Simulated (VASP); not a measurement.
Crystal: SrW3.

```
Sr W
1.0
    -2.08486    2.08486    4.65708
     2.08486   -2.08486    4.65708
     2.08486    2.08486   -4.65708
Sr W
1 3
Direct
  0.00000 0.00000 0.00000
  0.50000 0.50000 0.00000
  0.25000 0.75000 0.50000
  0.75000 0.25000 0.50000
```

| Item | Value |
| --- | --- |
| Program | VASP 6.6.1 |
| Task | relaxation of cell and atoms |
| Functional | PBE |
| Potentials or basis | VASP PAW PBE potentials, release 64 (Sr_sv, W_sv) |
| Cutoff | 600 eV |
| k mesh | 6 × 6 × 6 |
| Occupations | gaussian, width 0.1 eV |
| Spin | no spin polarisation |

At the start: pressure -6.7 GPa; volume 20.24 Å³/atom.

Where does the relaxation end?

Over 12 steps the energy falls by 30.4 meV/atom and the volume is 19.13 Å³/atom (-5.5 %); space group I4/mmm (No. 139, to 0.1 Å) before and after.

The path:
```tsv
step	energy change (eV)	largest force (eV/Å)	pressure (GPa)	volume (Å³)
1	0.0000	0.0000	-6.69	80.97
2	0.1021	0.0000	12.19	71.46
3	-0.0897	0.0000	-0.10	76.94
4	-0.0897	0.0000	0.05	76.86
5	-0.0951	0.0000	0.05	76.80
6	-0.1125	0.0000	0.09	76.59
7	-0.1061	0.0000	0.97	76.05
8	-0.1205	0.0000	0.25	76.42
9	-0.1211	0.0000	0.40	76.32
10	-0.1213	0.0000	0.35	76.35
11	-0.1186	0.0000	-1.30	77.22
12	-0.1215	0.0000	-0.01	76.53
```

Final structure:
```
Sr W
1.0
    -2.00257    2.00257    4.77107
     2.00257   -2.00257    4.77107
     2.00257    2.00257   -4.77107
Sr W
1 3
Direct
  0.00000 0.00000 0.00000
  0.50000 0.50000 0.00000
  0.25000 0.75000 0.50000
  0.75000 0.25000 0.50000
```
